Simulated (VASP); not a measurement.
## AlN: single point with PBE

The system is AlN.

```xyz
4
Lattice="3.0643 0.0000 0.0000 -1.5322 2.6538 0.0000 0.0000 0.0000 5.0527" Properties=species:S:1:pos:R:3 pbc="T T T"
Al    0.0000    1.7692    0.0000
Al    1.5322    0.8846    2.5263
N     0.0000    1.7692    1.9453
N     1.5322    0.8846    4.4716
```

This cell differs from its parent crystal: strain -0.015 along x and y, +0.015 along z.

* Program: VASP 6.6.1
* Task: single point
* Functional: PBE
* Potentials or basis: VASP PAW PBE potentials, release 64 (Al, N)
* Cutoff: 520 eV
* k mesh: 12 × 12 × 6
* Occupations: gaussian, width 0.05 eV
* Spin: no spin polarisation
* Dipole correction: no
* Further INCAR settings: ALGO = Normal; EDIFF = 1e-07; NBANDS = 16

```json
{
 "Pressure": "7.8 GPa",
 "Largest force": "0.508 eV/Å",
 "Band gap on the k mesh": "4.36 eV, direct"
}
```

Forces on the atoms (eV/Å):
```
Al   0.000  0.000  0.508
Al   0.000  0.000  0.508
N    0.000  0.000 -0.508
N    0.000  0.000 -0.508
```

Stress tensor (GPa, compression positive):
```
12.62  0.00  0.00
 0.00 12.62  0.00
 0.00  0.00 -1.73
```

Levels at points of the mesh, in eV from the valence-band top:
| k point | band 4 | band 5 | band 6 | band 7 | band 8 | band 9 | band 10 | band 11 | band 12 | band 13 |
| --- | --- | --- | --- | --- | --- | --- | --- | --- | --- | --- |
| (0.00, 0.00, 0.00) | -0.73 | -0.73 | -0.16 | -0.16 | 0.00 | 4.36 | 7.16 | 10.69 | 11.60 | 11.60 |
| (0.50, 0.00, 0.00) | -4.27 | -3.29 | -1.96 | -1.71 | -0.69 | 5.74 | 6.09 | 8.36 | 10.37 | 11.19 |
| (0.00, 0.00, 0.50) | -3.41 | -0.45 | -0.45 | -0.45 | -0.45 | 6.80 | 6.80 | 10.39 | 10.39 | 11.92 |
| (0.50, 0.00, 0.50) | -5.60 | -1.39 | -1.39 | -1.38 | -1.38 | 5.34 | 5.34 | 9.35 | 9.35 | 11.94 |

Run time: 22 s on 1 thread of Intel(R) Xeon(R) 6975P-C (Granite Rapids) (shared host), peak memory 0.17 GiB.

Caveat: the cell differs from its parent crystal (strain -0.015 along x and y, +0.015 along z). A k mesh can miss the band edges.
